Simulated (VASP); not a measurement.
Wanted: the native input for a VASP 6.6.1 run.

| Property | Result |
| --- | --- |
| Task | relaxation of cell and atoms |
| Functional | PBEsol |
| Potentials or basis | VASP PAW PBE potentials, release 64 (Lu) |
| Cutoff | 600 eV |
| k mesh | 7 × 7 × 9 |
| Occupations | fermi-dirac, width 0.1 eV |
| Spin | no spin polarisation |
| Dipole correction | no |
| Further INCAR settings | ALGO = Normal; EDIFF = 1e-07; IBRION = 2; EDIFFG = -0.01; NSW = 80; ISIF = 3 |

The structure of Lu lies in POSCAR:

```
Lu
1.0
    5.5034237973      0.0000000000      0.0000000000
   -2.7517118986      4.7661048162      0.0000000000
    0.0000000000      0.0000000000      3.3735987877
Lu
3
Direct
    0.0000000000      0.0000000000      0.0000000000
    0.3333333333      0.6666666667      0.5000000000
    0.6666666667      0.3333333333      0.5000000000
```

This isn't the form of Lu at room conditions, which is hcp.

One way to write it, as run:

INCAR

```
ALGO = Normal
EDIFF = 1E-7
EDIFFG = -0.01
ENCUT = 600
GGA = PS
IBRION = 2
ISIF = 3
ISMEAR = -1
LASPH = True
LCHARG = False
LREAL = False
LWAVE = False
NELM = 80
NSW = 80
PREC = Accurate
SIGMA = 0.1
```

KPOINTS

```
k-points
0
Gamma
  7 7 9
```

Potentials or basis: VASP PAW PBE potentials, release 64 (Lu).

Command:

```console
$ cat potpaw_PBE.64/Lu/POTCAR > POTCAR
$ mpirun -np 1 vasp_std > vasp.out
```

Results of the run:

The relaxed volume is 27.52 Å³/atom. The relaxed cell is a = 5.335 Å, b = 5.335 Å, c = 3.350 Å, α = 90.00°, β = 90.00°, γ = 120.00°. The space group after relaxing (to 0.1 Å) is P6/mmm (No. 191). The energy gained by relaxing is 22.5 meV/atom. The ionic steps are 6 and the pressure after relaxing is 0.0 GPa. The band gap on the k mesh is zero (an odd number of electrons rules out a gap without spin polarisation).

Caveat: the PAW data sets were made with another functional, which shifts forces and pressure a little; spin-orbit coupling is left out, which moves the levels of the heavy elements.

It took 11 min on 1 thread of Intel(R) Xeon(R) 6975P-C (Granite Rapids) (shared host), peak memory 0.35 GiB.
